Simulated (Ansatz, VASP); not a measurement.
## Two plane-wave programs on MgS

Contents of INCAR:

```
ALGO = Normal
EDIFF = 1E-7
EDIFFG = -0.002
ENCUT = 520
GGA = CA
GGA_COMPAT = F
IBRION = 2
ISIF = 2
ISMEAR = 0
LASPH = T
LCHARG = F
LREAL = F
LWAVE = F
NELM = 120
NELMIN = 4
NSW = 60
PREC = Accurate
SIGMA = 0.02
```

The input KPOINTS:

```
k-points
0
Gamma
  6 6 6
```

POSCAR

```
MgS
1.0
    0.0000000000      2.5908405861      2.5520588104
    2.5908405861      0.0000000000      2.5520588104
    2.5908405861      2.5908405861      0.0000000000
Mg S
1 1
Direct
    0.0000000000      0.0000000000      0.0000000000
    0.5000000000      0.5000000000      0.5000000000
```

Input for Ansatz:

```yaml
crystal:
  lattice:
    - [0.0, 2.5908405866, 2.5520588036]
    - [2.5908405866, 0.0, 2.5520588036]
    - [2.5908405866, 2.5908405866, 0.0]
  atoms:
    - { symbol: Mg, position: [0.0, 0.0, 0.0] }
    - { symbol: S, position: [0.5, 0.5, 0.5] }
basis:
  ecutwfc: 420
kpoints:
  mp_grid: { grid: [6, 6, 6] }
hamiltonian:
  xc: lda
  pseudopotentials: { kind: paw, azcp: { folder: soft_1 } }
scf:
  occupations: { method: gaussian, width: 0.02 }
output:
  forces: true
  stress: true
  eigenvalues: true
relax:
  adjacent_minimum: "off"
  f_tol: 0.002
  max_steps: 40
```

Change from the starting cell: strained cell.

Alike in both runs: task relaxation of the atoms; functional LDA; k mesh 6 × 6 × 6; occupations gaussian, width 0.02 eV; no spin polarisation.

|  | VASP | Ansatz |
| --- | --- | --- |
| version | VASP 6.6.1 | Ansatz 0.2.0 |
| potentials or method | VASP PAW LDA potentials, release 64 (Mg, S), cutoff 520 eV | scalar-relativistic, plane waves, PAW |
| valence electrons in the cell | 8 | 16 |

|  | VASP | Ansatz | Ansatz less VASP |
| --- | --- | --- | --- |
| gap on the k mesh at the Fermi level, each at its own relaxed structure (eV) | 2.54 | 2.54 | +0.002 |

Ansatz warns that its potentials were made for another functional, while VASP's fit it. LDA's correlation is that of Perdew and Zunger in VASP and of Perdew and Wang (1992) in Ansatz. VASP's potentials hold 8 valence electrons a cell and Ansatz's 16, so a difference there can come from the potentials and not from the codes. Ansatz's warnings: stress scf threshold loose.

Noted on VASP's run: the relaxation stopped at its first step, so nothing moved.
